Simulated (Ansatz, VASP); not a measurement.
# InAs in VASP and in Ansatz

```xyz
2
Lattice="0.0000 2.6942 3.8096 2.6942 0.0000 3.8096 2.6942 2.6942 0.0000" Properties=species:S:1:pos:R:3 pbc="T T T"
In    0.0000    0.0000    0.0000
As    4.0413    4.0413    5.7144
```

Alike in both runs: task single point; functional PBEsol; k mesh 16 × 16 × 16; occupations gaussian, width 0.15 eV; no spin polarisation.

```csv
,VASP,Ansatz
version,VASP 6.6.1,Ansatz 0.2.0
potentials or method,"VASP PAW PBE potentials, release 64 (In_d, As), cutoff 520 eV","scalar-relativistic, plane waves, PAW"
valence electrons in the cell,18,28
```

```csv
,VASP,Ansatz,Ansatz less VASP
gap on the k mesh at the Fermi level (eV),none,none,-
pressure (GPa),-0.1,-0.1,-0.08
"traceless stress, the component that is largest in VASP (GPa)",-9.35,-9.39,-0.039
```

VASP's potentials were made for PBE, not for PBEsol. A gap of «none» marks a metal or a gap that the smearing closes. VASP's potentials hold 18 valence electrons a cell and Ansatz's 28, so a difference there can come from the potentials and not from the codes.
